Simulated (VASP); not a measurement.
NiO: single point with PBE

The system is NiO.

```
Ni O
1.0
     1.49091    0.86078    2.43444
    -1.49091    2.58234    0.00000
    -2.98183   -1.72156    2.43444
Ni O
2 2
Cartesian
  1.4909 0.8608 2.4344
  0.0000 1.7216 4.8689
  0.0000 0.0000 3.6517
  -1.4909 0.8608 6.0861
```

| Quantity | Value |
| --- | --- |
| Program | VASP 6.6.1 |
| Task | single point |
| Functional | PBE |
| Potentials or basis | VASP PAW PBE potentials, release 64 (Ni, O) |
| Cutoff | 520 eV |
| k mesh | 10 × 10 × 6 |
| Occupations | gaussian, width 0.05 eV |
| Spin | collinear spin, ferromagnetic start |
| Starting moments | [2.0, 2.0, 0.0, 0.0] μB |
| Dipole correction | no |
| Further INCAR settings | ALGO = Normal; EDIFF = 1e-06; NBANDS = 28 |

The pressure is -0.4 GPa and the net moment is 3.58 μB per cell. The site moments are Ni +1.47; O +0.28 μB and the valence electrons inside the program's atomic spheres are Ni 8.93; O 4.97.

Levels at points of the mesh, in eV from the Fermi level:
Spin up:
```tsv
k point	band 16	band 17	band 18	band 19	band 20	band 21
(0.00, 0.00, 0.00)	-2.28	-1.64	-1.64	1.40	5.97	10.41
(0.50, 0.00, 0.00)	-1.43	0.09	0.09	6.87	6.87	10.70
(0.00, 0.50, 0.00)	-1.43	0.09	0.09	6.87	6.87	10.70
(0.50, 0.50, 0.00)	-1.65	-1.64	-1.64	5.97	5.97	10.41
(0.00, 0.00, 0.50)	-1.53	-1.53	-1.53	5.20	5.20	12.87
(0.50, 0.00, 0.50)	0.23	0.24	0.24	5.56	5.56	9.71
(0.00, 0.50, 0.50)	0.23	0.24	0.24	5.56	5.56	9.71
(0.50, 0.50, 0.50)	-1.65	-1.26	-1.26	8.25	8.25	10.54
```
Spin down:
| k point | band 10 | band 11 | band 12 | band 13 | band 14 | band 15 | band 16 | band 17 | band 18 | band 19 |
| --- | --- | --- | --- | --- | --- | --- | --- | --- | --- | --- |
| (0.00, 0.00, 0.00) | -1.77 | -1.76 | -1.76 | -0.73 | -0.73 | -0.52 | -0.51 | -0.11 | 0.37 | 1.76 |
| (0.50, 0.00, 0.00) | -1.20 | -0.80 | -0.80 | -0.60 | -0.60 | 0.30 | 0.30 | 2.15 | 2.15 | 7.27 |
| (0.00, 0.50, 0.00) | -1.20 | -0.80 | -0.80 | -0.60 | -0.60 | 0.30 | 0.30 | 2.15 | 2.15 | 7.28 |
| (0.50, 0.50, 0.00) | -2.68 | -0.74 | -0.74 | -0.73 | -0.73 | -0.11 | -0.11 | 0.38 | 0.38 | 6.43 |
| (0.00, 0.00, 0.50) | -2.23 | -0.69 | -0.69 | -0.69 | -0.69 | -0.31 | -0.31 | 0.54 | 0.54 | 5.80 |
| (0.50, 0.00, 0.50) | -0.92 | -0.91 | -0.91 | -0.55 | -0.55 | 2.19 | 2.19 | 2.20 | 2.20 | 5.73 |
| (0.00, 0.50, 0.50) | -0.92 | -0.91 | -0.91 | -0.55 | -0.55 | 2.19 | 2.19 | 2.20 | 2.20 | 5.73 |
| (0.50, 0.50, 0.50) | -1.03 | -1.03 | -1.03 | -0.74 | -0.74 | 0.26 | 0.26 | 1.00 | 1.00 | 8.80 |

It took 120 s on 1 thread of Intel(R) Xeon(R) 6975P-C (Granite Rapids), on a shared host, peak memory 0.38 GiB.

Caveat: semilocal functionals often make such compounds metallic where correlation or magnetic order opens a gap, which also shifts bond lengths. With open d or f shells a metallic result of PBE can be an artefact of self-interaction; +U or a hybrid may open a gap.
